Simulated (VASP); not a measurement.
# In2O3 (Pm-3m) in VASP: further runs

The runs below take In2O3 through single point, relaxation of cell and atoms, with PBE.

Program: VASP 6.6.1. These are calculated values, not measurements. Logs are shortened: lines on timing, memory, paths and dates and some standing lists are left out, and cuts for length are marked.

## (1) The cell of the first run

Symmetry: Pm-3m, No. 221, cubic system. Conventional cell: a = 4.142 Å, b = 4.142 Å, c = 4.142 Å, α = 90.00°, β = 90.00°, γ = 90.00°. Within 2.7 Å of In (site symmetry m-3m) lie 6 O at 2.07 Å. Within 3.9 Å of In (site symmetry m-3m) lie 12 O at 2.93 Å and 8 In at 3.59 Å. O (site symmetry 4/mmm) has 2 In at 2.07 Å within 2.7 Å.

## (2) Single point, PBE

Contents of INCAR:

```
SYSTEM = In2O3
PREC     = Accurate       ! precision mode
ENCUT    = 520            ! plane-wave cutoff, eV
EDIFF    = 1E-6           ! SCF threshold, eV
ISMEAR   = 0              ! smearing method
SIGMA    = 0.1            ! smearing width, eV
LREAL    = .FALSE.        ! projectors in reciprocal space
LASPH    = .TRUE.         ! aspherical terms in the spheres
NELM     = 100            ! most SCF steps
ALGO     = Normal         ! electronic algorithm
ISIF     = 2              ! what is computed and relaxed
LWAVE    = .FALSE.        ! write WAVECAR
LCHARG   = .TRUE.         ! write CHGCAR
GGA      = PE             ! functional
LELF     = .TRUE.         ! ELF
LVHAR    = .TRUE.       
NBANDS   = 30             ! bands
```

Contents of KPOINTS:

```
regular mesh
0
G
  10 10 10
  0 0 0
```

Contents of POSCAR:

```
In2O3
1.0
    4.1422930163      0.0000000000      0.0000000000
    0.0000000000      4.1422930163      0.0000000000
    0.0000000000      0.0000000000      4.1422930163
In O
2 3
Direct
    0.5000000000      0.5000000000      0.5000000000
    0.0000000000      0.0000000000      0.0000000000
    0.0000000000      0.5000000000      0.5000000000
    0.5000000000      0.0000000000      0.5000000000
    0.5000000000      0.5000000000      0.0000000000
```

Potentials or basis: VASP PAW PBE potentials, release 64 (In_d, O).

Started as:

```console
$ cat potpaw_PBE.64/In_d/POTCAR potpaw_PBE.64/O/POTCAR > POTCAR
$ mpirun -np 1 vasp_std > vasp.out
```

OUTCAR:

```text
SYSTEM = In2O3
   PREC = Accurate
   ENCUT = 520
   EDIFF = 1E-6
   ISMEAR = 0
   LREAL = .FALSE.
   LASPH = .TRUE.
   NELM = 100
   ISIF = 2
   GGA = PE

 ion  position               nearest neighbor table
   1  0.500  0.500  0.500-   3 2.07   4 2.07   5 2.07   5 2.07   4 2.07   3 2.07   2 3.59   2 3.59
                             2 3.59   2 3.59   2 3.59   2 3.59   2 3.59   2 3.59
   2  0.000  0.000  0.000-   3 2.93   4 2.93   5 2.93   3 2.93   4 2.93   3 2.93   5 2.93   3 2.93
                             4 2.93   5 2.93   4 2.93   5 2.93   1 3.59   1 3.59   1 3.59   1 3.59
   3  0.000  0.500  0.500-   1 2.07   1 2.07   2 2.93   2 2.93   2 2.93   2 2.93
   4  0.500  0.000  0.500-   1 2.07   1 2.07   2 2.93   2 2.93   2 2.93   2 2.93
   5  0.500  0.500  0.000-   1 2.07   1 2.07   2 2.93   2 2.93   2 2.93   2 2.93

  LATTYP: Found a simple cubic cell.
 ALAT       =     4.1422930163

  Lattice vectors:

 A1 = (   4.1422930163,   0.0000000000,   0.0000000000)
 A2 = (   0.0000000000,   4.1422930163,   0.0000000000)
 A3 = (   0.0000000000,   0.0000000000,   4.1422930163)

Analysis of symmetry for initial positions (statically):
=====================================================================
 Subroutine PRICEL returns:
 Original cell was already a primitive cell.

 Routine SETGRP: Setting up the symmetry group for a
 simple cubic supercell.

 Subroutine GETGRP returns: Found 48 space group operations
 (whereof 48 operations were pure point group operations)
 out of a pool of 48 trial point group operations.

The static configuration has the point symmetry O_h .

Analysis of symmetry for dynamics (positions and initial velocities):
=====================================================================
 Subroutine PRICEL returns:
 Original cell was already a primitive cell.

 Routine SETGRP: Setting up the symmetry group for a
 simple cubic supercell.

 Subroutine GETGRP returns: Found 48 space group operations
 (whereof 48 operations were pure point group operations)
 out of a pool of 48 trial point group operations.

The dynamic configuration has the point symmetry O_h .

 Subroutine INISYM returns: Found 48 space group operations
 (whereof 48 operations are pure point group operations),
 and found     1 'primitive' translations

----------------------------------------------------------------------------------------

[... 99 lines left out ...]
   LREAL  =      F    real-space projection
   EDIFFG = 0.1E-04   stopping-criterion for IOM
   NSW    =      0    number of steps for IOM
   IBRION =     -1    ionic relax: 0-MD 1-quasi-New 2-CG
   NFREE  =      0    steps in history (QN), initial steepest desc. (CG)
   ISIF   =      2    stress and relaxation
   ISYM   =      2    0-nonsym 1-usesym 2-fastsym
   POTIM  = 0.5000    time-step for ionic-motion
   TEBEG  =    0.0;   TEEND  =   0.0 temperature during run
   PSTRESS=    0.0 pullay stress
   NELECT =      44.0000    total number of electrons
   NUPDOWN=      -1.0000    fix difference up-down
   EMIN   =  10.00;   EMAX   =-10.00  energy-range for DOS
   EFERMI =   0.00;   METHOD = LEGACY
   ISMEAR =     0;   SIGMA  =   0.10  broadening in eV -4-tet -1-fermi 0-gaus
   EFERMI_NEDOS =   21; number of points for ismear=-14 and -15
   IALGO  =     38    algorithm
   IMIX   =      4    mixing-type and parameters
     AMIX     =   0.40;   BMIX     =  1.00
     AMIX_MAG =   1.60;   BMIX_MAG =  1.00
  volume/ion in A,a.u.               =      14.22        95.93
  Fermi-wavevector in a.u.,A,eV,Ry     =   1.395249  2.636637 26.486713  1.946718
  Thomas-Fermi vector in A             =   2.518719
   LORBIT       =      0    0 simple, 1 ext, 2 COOP (PROOUT), +10 PAW based schemes
   GGA     = PE    functional components
   LHFCALC =     F    Hartree Fock is set to
   AEXX    =    0.0000 exact exchange contribution
   IVDW    =     0    specifies the selected vdW correction
   LEPSILON=     F    determine dielectric tensor
   LRPA    =     F    only Hartree local field effects (RPA)
 non-spin polarized calculation
 Gauss-broadening in eV      SIGMA  =   0.10
  energy-cutoff  :      520.00
  volume of cell :       71.08
 maximum number of plane-waves:      1936
 NGX is ok and might be reduce to    32
   NGX = 15   NGY = 15   NGZ = 15

 number of electron      43.9999991 magnetization

 Free energy of the ion-electron system (eV)
  ---------------------------------------------------
  ext. energy  EPLUGINS =         0.00000000
  ---------------------------------------------------
  free energy    TOTEN  =       -23.41481413 eV

  energy without entropy =      -23.40411519  energy(sigma->0) =      -23.40946466

 E-fermi :   4.9788     XC(G=0): -10.7685

 val. band max:        4.9617788015   @ k =   0.5000   0.4000   0.4000
 cond. band min:       4.9803193853   @ k =   0.4000   0.4000   0.4000
 fundamental gap:      0.0185405838
 Fermi energy:         4.9788451831

 k-point     1 :       0.0000    0.0000    0.0000
  band No.  band energies     occupation
      1     -12.6363      2.00000
      2     -11.9804      2.00000
      3     -11.9804      2.00000
      4      -9.0417      2.00000
      5      -9.0417      2.00000
      6      -9.0374      2.00000
[... 781 lines left out ...]
     29      17.3608      0.00000
     30      17.4267      0.00000

 [... further k-points ...]

------------------------ aborting loop because EDIFF is reached ----------------------------------------

  FORCE on cell =-STRESS in cart. coord.  units (eV):
  Direction    XX          YY          ZZ          XY          YZ          ZX
  --------------------------------------------------------------------------------------
  -------------------------------------------------------------------------------------
  Total        0.1537322      0.1537322      0.1537322     -0.0000000      0.0000000     -0.0000000
  in kB        3.4653970      3.4653970      3.4653970     -0.0000000      0.0000000     -0.0000000
  external PRESSURE =       3.4653970 kB  Pullay stress =       0.0000000 kB

 VOLUME and BASIS-vectors are now :
 -----------------------------------------------------------------------------
  energy-cutoff  :      520.00
  volume of cell :       71.08
      direct lattice vectors                 reciprocal lattice vectors
     4.142293016  0.000000000  0.000000000     0.241412183  0.000000000  0.000000000
     0.000000000  4.142293016  0.000000000     0.000000000  0.241412183  0.000000000
     0.000000000  0.000000000  4.142293016     0.000000000  0.000000000  0.241412183

 POSITION                                       TOTAL-FORCE (eV/Angst)
 -----------------------------------------------------------------------------------
      2.07115      2.07115      2.07115         0.000000      0.000000      0.000000
      0.00000      0.00000      0.00000         0.000000      0.000000      0.000000
      0.00000      2.07115      2.07115         0.000000      0.000000      0.000000
      2.07115      0.00000      2.07115         0.000000      0.000000      0.000000
      2.07115      2.07115      0.00000         0.000000      0.000000      0.000000
 -----------------------------------------------------------------------------------
    total drift:                                0.000000     -0.000000     -0.000000

  FREE ENERGIE OF THE ION-ELECTRON SYSTEM (eV)
  ---------------------------------------------------
  free  energy   TOTEN  =       -23.4148141313 eV

  energy  without entropy=      -23.4041151899  energy(sigma->0) =      -23.40946466
```

stdout:

```text
POSCAR found type information on POSCAR InO
 POSCAR found :  2 types and       5 ions
 scaLAPACK will be used
 LDA part: xc-table for (Slater+PW92), standard interpolation
 POSCAR, INCAR and KPOINTS ok, starting setup
 FFT: planning ... GRIDC
 FFT: planning ... GRID_SOFT
 FFT: planning ... GRID
 WAVECAR not read
 entering main loop
```

It took 47 s on 1 thread of Intel Xeon Platinum 8488C (Sapphire Rapids), shared host; peak memory 0.22 GiB.

What came out:

- Free energy: -23.4148 eV
- Pressure: 0.3 GPa
- Band gap on the k mesh: zero (band 22 reaches 5.26 eV, above the bottom of band 23 at 3.94 eV)

Caveat: spin-orbit coupling is left out, which moves the levels of the heavy elements.

## (3) Relaxation of cell and atoms, PBE

Contents of INCAR:

```
SYSTEM = In2O3
ALGO = Normal
EDIFF = 1E-7
EDIFFG = -0.01
ENCUT = 600
GGA = PE
IBRION = 2
ISIF = 3
ISMEAR = 0
LASPH = .True.
LCHARG = .False.
LREAL = .False.
LWAVE = .False.
NELM = 80
NSW = 100
PREC = Accurate
SIGMA = 0.1
```

Contents of KPOINTS:

```
k-points
0
Gamma
  10 10 10
  0 0 0
```

Changes to POSCAR since step 2:

```diff
@@ -2,5 +2,5 @@
 1.0
-    4.1422930163      0.0000000000      0.0000000000
-    0.0000000000      4.1422930163      0.0000000000
-    0.0000000000      0.0000000000      4.1422930163
+    4.1431395921      0.0000000000      0.0000000000
+    0.0000000000      4.1431395921      0.0000000000
+    0.0000000000      0.0000000000      4.1431395921
 In O
```

Potentials or basis: VASP PAW PBE potentials, release 64 (In_d, O).

Started as:

```console
$ cat potpaw_PBE.64/In_d/POTCAR potpaw_PBE.64/O/POTCAR > POTCAR
$ mpirun -np 1 vasp_std > vasp.out
```

Wall time 1.9 min (1 thread of Intel Xeon Platinum 8488C (Sapphire Rapids), shared host); peak memory 0.27 GiB.

Results (log left out):

| Item | Value |
| --- | --- |
| Free energy | -23.4204 eV |
| Relaxed volume | 14.25 Å³/atom |
| Relaxed cell | a = 4.146 Å, b = 4.146 Å, c = 4.146 Å, α = 90.00°, β = 90.00°, γ = 90.00° |
| Space group after relaxing (to 0.05 Å) | Pm-3m (No. 221) |
| Energy gained by relaxing | 0.0 meV/atom |
| Ionic steps | 2 |
| Pressure after relaxing | -0.1 GPa |
| Band gap on the k mesh | zero (band 22 reaches 5.23 eV, above the bottom of band 23 at 3.92 eV) |

Final structure:
```
CELL_PARAMETERS angstrom
4.14592 0.00000 0.00000
0.00000 4.14592 0.00000
0.00000 0.00000 4.14592
ATOMIC_POSITIONS crystal
In 0.50000 0.50000 0.50000
In 0.00000 0.00000 0.00000
O 0.00000 0.50000 0.50000
O 0.50000 0.00000 0.50000
O 0.50000 0.50000 0.00000
```

Levels at points of the mesh, in eV from the Fermi level:
```
           k point  band 19  band 20  band 21  band 22  band 23  band 24  band 25  band 26
(0.00, 0.00, 0.00)    -1.10    -1.10    -1.03    -1.03    -1.03     4.15     7.56     7.56
(0.50, 0.00, 0.00)    -1.43    -1.28    -0.91    -0.91     1.09     3.49     6.64     6.64
(0.50, 0.50, 0.00)    -1.13    -1.13    -0.12     0.27     0.94     5.22     5.22     5.70
(0.50, 0.50, 0.50)    -0.13    -0.13    -0.13     0.28     0.28     6.66     6.66     6.66
```

Caveat: spin-orbit coupling is left out, which moves the levels of the heavy elements.
